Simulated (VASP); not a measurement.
# Sb in VASP: a series of runs, part 3 of 3

VASP 6.6.1. Earlier steps stand in the parts before.

### 4 Single point, BLYP

This run uses another cell than the first one, of 30.21 Å³/atom, 0.470 times its volume.

INCAR

```
PREC = Accurate ; ENCUT = 500
EDIFF = 1E-6 ; ISMEAR = -1
SIGMA = 0.05 ; LREAL = F
LASPH = T ; NELM = 120
ALGO = Normal ; ISIF = 2
LWAVE = F ; LCHARG = T
GGA = B5 ; ALDAX = 1.0
AGGAX = 1.0 ; AGGAC = 1.0
ALDAC = 0.0 ; LELF = T
LVHAR = T ; NBANDS = 22
GGA_COMPAT = F
```

KPOINTS

```
regular mesh
0
Gamma
  4 4 4
```

POSCAR

```
Sb
1.0
    2.1542000000      1.2437279499      3.7580000000
   -2.1542000000      1.2437279499      3.7580000000
    0.0000000000     -2.4874558998      3.7580000000
Sb
2
Direct
    0.7665100000      0.7665100000      0.7665100000
    0.2334900000      0.2334900000      0.2334900000
```

Potentials or basis: VASP PAW PBE potentials, release 64 (Sb_d_GW).

Command:

```
> cat potpaw_PBE.64/Sb_d_GW/POTCAR > POTCAR
> mpirun -np 1 vasp_std > vasp.out
```

OUTCAR:

```text
PREC = Accurate
   ENCUT = 500
   EDIFF = 1E-6
   ISMEAR = -1
   LREAL = F
   LASPH = T
   NELM = 120
   ISIF = 2
   GGA = B5

 ion  position               nearest neighbor table
   1  0.767  0.767  0.767-   2 2.91   2 2.91   2 2.91   2 3.35   2 3.35   2 3.35
   2  0.233  0.233  0.233-   1 2.91   1 2.91   1 2.91   1 3.35   1 3.35   1 3.35

  LATTYP: Found a trigonal (rhomboedric) cell.
 ALAT       =     4.5066618304
 COS(alpha) =     0.5430253624

  Lattice vectors:

 A1 = (   2.1542000000,   1.2437279499,   3.7580000000)
 A2 = (  -2.1542000000,   1.2437279499,   3.7580000000)
 A3 = (   0.0000000000,  -2.4874558998,   3.7580000000)

Analysis of symmetry for initial positions (statically):
=====================================================================
 Subroutine PRICEL returns:
 Original cell was already a primitive cell.

 Routine SETGRP: Setting up the symmetry group for a
 trigonal (rhombohedral) supercell.

 Subroutine GETGRP returns: Found 12 space group operations
 (whereof 12 operations were pure point group operations)
 out of a pool of 12 trial point group operations.

The static configuration has the point symmetry D_3d.

Analysis of symmetry for dynamics (positions and initial velocities):
=====================================================================
 Subroutine PRICEL returns:
 Original cell was already a primitive cell.

 Routine SETGRP: Setting up the symmetry group for a
 trigonal (rhombohedral) supercell.

 Subroutine GETGRP returns: Found 12 space group operations
 (whereof 12 operations were pure point group operations)
 out of a pool of 12 trial point group operations.

The dynamic configuration has the point symmetry D_3d.

 Subroutine INISYM returns: Found 12 space group operations
 (whereof 12 operations are pure point group operations),
 and found     1 'primitive' translations
[... 95 lines left out ...]
   NUPDOWN=      -1.0000    fix difference up-down
   EMIN   =  10.00;   EMAX   =-10.00  energy-range for DOS
   EFERMI =   0.00;   METHOD = LEGACY
   ISMEAR =    -1;   SIGMA  =   0.05  broadening in eV -4-tet -1-fermi 0-gaus
   EFERMI_NEDOS =   21; number of points for ismear=-14 and -15
   IALGO  =     38    algorithm
   IMIX   =      4    mixing-type and parameters
     AMIX     =   0.40;   BMIX     =  1.00
     AMIX_MAG =   1.60;   BMIX_MAG =  1.00
  volume/ion in A,a.u.               =      30.21       203.84
  Fermi-wavevector in a.u.,A,eV,Ry     =   1.296409  2.449858 22.866996  1.680677
  Thomas-Fermi vector in A             =   2.427867
   LORBIT       =      0    0 simple, 1 ext, 2 COOP (PROOUT), +10 PAW based schemes
   GGA     = B5    functional components
   LHFCALC =     F    Hartree Fock is set to
   AEXX    =    0.0000 exact exchange contribution
   IVDW    =     0    specifies the selected vdW correction
   LEPSILON=     F    determine dielectric tensor
   LRPA    =     F    only Hartree local field effects (RPA)
 non-spin polarized calculation
  energy-cutoff  :      500.00
  volume of cell :       60.41
 maximum number of plane-waves:      1542
 NGX is ok and might be reduce to    36

 number of electron      30.0000008 magnetization

 Free energy of the ion-electron system (eV)
  ---------------------------------------------------
  ext. energy  EPLUGINS =         0.00000000
  ---------------------------------------------------
  free energy    TOTEN  =        -6.78176910 eV

  energy without entropy =       -6.77821931  energy(sigma->0) =       -6.77999421

 E-fermi :   5.6032     XC(G=0):  -9.2542

 val. band max:        5.4973321561   @ k =   0.5000  -0.0000   0.0000
 cond. band min:       5.7040080792   @ k =   0.5000  -0.0000   0.0000
 fundamental gap:      0.2066759231
 Fermi energy:         5.6032139923

 k-point     1 :       0.0000    0.0000    0.0000
  band No.  band energies     occupation
      1     -23.5894      2.00000
      2     -23.5894      2.00000
      3     -23.5001      2.00000
      4     -23.5001      2.00000
      5     -23.4672      2.00000
      6     -23.3850      2.00000
[... 314 lines left out ...]
     21      14.9085      0.00000
     22      15.2758      0.00000

------------------------ aborting loop because EDIFF is reached ----------------------------------------

  FORCE on cell =-STRESS in cart. coord.  units (eV):
  Direction    XX          YY          ZZ          XY          YZ          ZX
  --------------------------------------------------------------------------------------
  -------------------------------------------------------------------------------------
  Total        2.7431893      2.7431893      2.3015667      0.0000000     -0.0000000      0.0000000
  in kB       72.7523312     72.7523312     61.0400265      0.0000000     -0.0000000      0.0000000
  external PRESSURE =      68.8482296 kB  Pullay stress =       0.0000000 kB

 VOLUME and BASIS-vectors are now :
 -----------------------------------------------------------------------------
  energy-cutoff  :      500.00
  volume of cell :       60.41
      direct lattice vectors                 reciprocal lattice vectors
     2.154200000  1.243727950  3.758000000     0.232104726  0.134005726  0.088699663
    -2.154200000  1.243727950  3.758000000    -0.232104726  0.134005726  0.088699663
     0.000000000 -2.487455900  3.758000000     0.000000000 -0.268011452  0.088699663

 POSITION                                       TOTAL-FORCE (eV/Angst)
 -----------------------------------------------------------------------------------
      0.00000      0.00000      8.64163         0.000000      0.000000      0.069686
      0.00000      0.00000      2.63237         0.000000      0.000000     -0.069686
 -----------------------------------------------------------------------------------
    total drift:                                0.000000     -0.000000      0.000000

  FREE ENERGIE OF THE ION-ELECTRON SYSTEM (eV)
  ---------------------------------------------------
  free  energy   TOTEN  =        -6.7817691048 eV

  energy  without entropy=       -6.7782193104  energy(sigma->0) =       -6.77999421
```

stdout:

```text
POSCAR found type information on POSCAR Sb
 POSCAR found :  1 types and       2 ions
 scaLAPACK will be used
 -----------------------------------------------------------------------------
|                                                                             |
|                                                                             |
|     You enforced a specific xc type in the INCAR file but a different       |
|     I HOPE YOU KNOW WHAT YOU ARE DOING!                                     |
|                                                                             |
 -----------------------------------------------------------------------------

 LDA part: xc-table for (Slater(with rela. corr.)+VWN5), standard interpolation
 POSCAR, INCAR and KPOINTS ok, starting setup
 FFT: planning ... GRIDC
 FFT: planning ... GRID_SOFT
 FFT: planning ... GRID
 WAVECAR not read
 entering main loop
```

Wall time 35 s (1 thread of AMD EPYC 9R45 (Zen 5), shared host); peak memory 0.18 GiB.

Results:

- Free energy: -6.7818 eV
- Pressure: 6.9 GPa
- Largest force: 0.070 eV/Å
- Band gap on the k mesh: 0.21 eV, direct

Forces on the atoms (eV/Å):
```
Sb   0.000  0.000  0.070
Sb   0.000  0.000 -0.070
```

Levels at points of the mesh, in eV from the valence-band top:
| k point | band 11 | band 12 | band 13 | band 14 | band 15 | band 16 | band 17 | band 18 | band 19 | band 20 |
| --- | --- | --- | --- | --- | --- | --- | --- | --- | --- | --- |
| (0.00, 0.00, 0.00) | -12.40 | -4.67 | -1.76 | -1.50 | -1.50 | 2.45 | 2.98 | 2.98 | 5.70 | 5.70 |
| (0.50, 0.00, 0.00) | -10.07 | -9.36 | -1.60 | -1.50 | 0.00 | 0.21 | 0.59 | 0.82 | 8.20 | 8.88 |
| (0.50, 0.50, 0.00) | -10.08 | -7.75 | -5.05 | -3.40 | -3.31 | 2.15 | 5.14 | 5.80 | 7.09 | 9.56 |
| (0.50, 0.50, 0.50) | -10.88 | -8.72 | -0.98 | -0.98 | -0.06 | 0.45 | 0.45 | 1.43 | 7.60 | 9.41 |

Caveat: the k points lie up to 0.44 Å⁻¹ apart; the PAW data sets were made with another functional, which shifts forces and pressure a little; spin-orbit coupling is left out, which moves the levels of the heavy elements. A k mesh can miss the band edges.

### 5 Single point, BLYP+D3(BJ)

This run uses another cell than the first one, of 30.28 Å³/atom, 0.471 times its volume.

INCAR

```
AGGAC = 1.0
AGGAX = 1.0
ALDAC = 0.0
ALDAX = 1.0
ALGO = Normal
EDIFF = 1E-6
ENCUT = 520
GGA = B5
ISIF = 2
ISMEAR = -1
IVDW = 12
LASPH = T
LCHARG = F
LREAL = F
LWAVE = F
NBANDS = 12
NELM = 80
PREC = Accurate
SIGMA = 0.05
VDW_A1 = 0.4298
VDW_A2 = 4.2359
VDW_S6 = 1.0
VDW_S8 = 2.6996
```

KPOINTS

```
k-points
0
Gamma
  8 8 8
```

POSCAR

```
Sb
1.0
    2.1673117881      1.2512980443      3.7219758592
   -2.1673117881      1.2512980443      3.7219758592
    0.0000000000     -2.5025960885      3.7219758592
Sb
2
Direct
    0.7653144801      0.7653144801      0.7653144801
    0.2346855199      0.2346855199      0.2346855199
```

Potentials or basis: VASP PAW PBE potentials, release 64 (Sb).

Command:

```
> cat potpaw_PBE.64/Sb/POTCAR > POTCAR
> mpirun -np 1 vasp_std > vasp.out
```

Wall time 25 s (1 thread of Intel Xeon 6975P-C (Granite Rapids), shared host); peak memory 0.22 GiB.

It converged, with:

```
Free energy                : -8.9164 eV
Pressure                   : 0.4 GPa
Largest force              : 0.068 eV/Å
Band gap on the k mesh     : zero (band 5 reaches 7.82 eV, above the bottom of band 6 at 7.58 eV)
Dispersion energy per atom : -1.108 eV
```

Forces on the atoms (eV/Å):
```
Sb   0.000  0.000 -0.068
Sb   0.000  0.000  0.068
```

Stress tensor (GPa, compression positive):
```
0.40 0.00 0.00
0.00 0.40 0.00
0.00 0.00 0.28
```

Levels at points of the mesh, in eV from the Fermi level:
```csv
k point,band 2,band 3,band 4,band 5,band 6,band 7,band 8,band 9
"(0.00, 0.00, 0.00)",-5.01,-2.07,-1.92,-1.92,2.12,2.63,2.63,5.15
"(0.50, 0.00, 0.00)",-9.75,-1.92,-1.75,-0.38,-0.20,0.24,0.34,7.91
"(0.50, 0.50, 0.00)",-8.09,-5.45,-3.76,-3.73,1.79,4.78,5.34,6.73
"(0.50, 0.50, 0.50)",-9.11,-1.38,-1.38,-0.53,-0.03,-0.03,0.97,7.30
```

Caveat: the PAW data sets were made with another functional, which shifts forces and pressure a little; spin-orbit coupling is left out, which moves the levels of the heavy elements; pairwise dispersion overbinds metals, which lowers pressure and volume.

### 6 Single point, PBE

This run uses another cell than the first one, of 30.21 Å³/atom, 0.470 times its volume.

INCAR

```
SYSTEM = Sb
ALGO = Normal
EDIFF = 1E-7
ENCUT = 520
GGA = PE
ISIF = 2
ISMEAR = 0
LASPH = .True.
LCHARG = .False.
LREAL = .False.
LWAVE = .False.
NBANDS = 12
NELM = 100
PREC = Accurate
SIGMA = 0.028999999999999998
```

KPOINTS

```
k-points
0
Gamma
  8 8 8
  0 0 0
```

POSCAR

```
Sb
1.0
    2.1542000000      1.2437279499      3.7580000000
   -2.1542000000      1.2437279499      3.7580000000
    0.0000000000     -2.4874558998      3.7580000000
Sb
2
Direct
    0.7665100000      0.7665100000      0.7665100000
    0.2334900000      0.2334900000      0.2334900000
```

Potentials or basis: VASP PAW PBE potentials, release 64 (Sb).

Command:

```
> cat potpaw_PBE.64/Sb/POTCAR > POTCAR
> mpirun -np 1 vasp_std > vasp.out
```

It took 20 s on 1 thread of Intel Xeon 6975P-C (Granite Rapids), shared host; peak memory 0.21 GiB.

It converged, with:

| Item | Value |
| --- | --- |
| Free energy | -8.2563 eV |
| Pressure | 2.8 GPa |
| Largest force | 0.185 eV/Å |
| Band gap on the k mesh | zero (band 5 reaches 7.38 eV, above the bottom of band 6 at 7.08 eV) |

Forces in eV/Å, atoms in the order of the input:
```
Sb   0.000  0.000 -0.185
Sb   0.000  0.000  0.185
```

Stress tensor (GPa, compression positive):
```
3.02 0.00 0.00
0.00 3.02 0.00
0.00 0.00 2.28
```

Levels at points of the mesh, in eV from the Fermi level:
```csv
k point,band 3,band 4,band 5,band 6,band 7,band 8
"(0.00, 0.00, 0.00)",-2.16,-1.90,-1.90,1.97,2.60,2.60
"(0.50, 0.00, 0.00)",-2.04,-1.92,-0.38,-0.30,0.10,0.41
"(0.50, 0.50, 0.00)",-5.53,-3.85,-3.76,1.43,4.85,5.43
"(0.50, 0.50, 0.50)",-1.41,-1.41,-0.57,0.04,0.04,1.04
```

Caveat: spin-orbit coupling is left out, which moves the levels of the heavy elements.

### 7 Summary

```tsv
level	potentials or basis	spin	cell	k mesh	cutoff (eV)	smearing	second run	gap on the mesh (eV)	pressure (GPa)	largest force (eV/Å)
PBE exchange alone	VASP PAW PBE potentials, release 64 (Sb)	off	a = 8.006 Å, angles 32.1°, 2 atoms	8 × 8 × 8	520	fermi-dirac 0.05 eV	-	0.77	0.1	0.07
PBE	VASP PAW PBE potentials, release 64 (Sb)	collinear, antiferromagnetic start	a = 4.602, b = 4.527, c = 4.528 Å, angles 56.1, 56.3, 55.4°, 2 atoms	6 × 6 × 6	520	tetrahedron	-	none	3.2	0.15
BLYP	VASP PAW PBE potentials, release 64 (Sb_d_GW)	off	a = 4.507 Å, angles 57.1°, 2 atoms	4 × 4 × 4	500	fermi-dirac 0.05 eV	valence_matched	0.21	6.9	0.07
BLYP+D3(BJ)	VASP PAW PBE potentials, release 64 (Sb)	off	a = 4.485 Å, angles 57.8°, 2 atoms	8 × 8 × 8	520	fermi-dirac 0.05 eV	-	none	0.4	0.07
PBE	VASP PAW PBE potentials, release 64 (Sb)	off	a = 4.507 Å, angles 57.1°, 2 atoms	8 × 8 × 8	520	gaussian 0.029 eV	-	none	2.8	0.19
```

Alike in all rows: task single point.

Caveats: some runs use coarse meshes; spin-orbit coupling is left out, which moves the levels of the heavy elements; the PAW data sets were made with another functional, which shifts forces and pressure a little (some runs); pairwise dispersion overbinds metals, which lowers pressure and volume (some runs).

Total energies depend on the potentials used, so only differences within one code and one set of settings carry meaning.
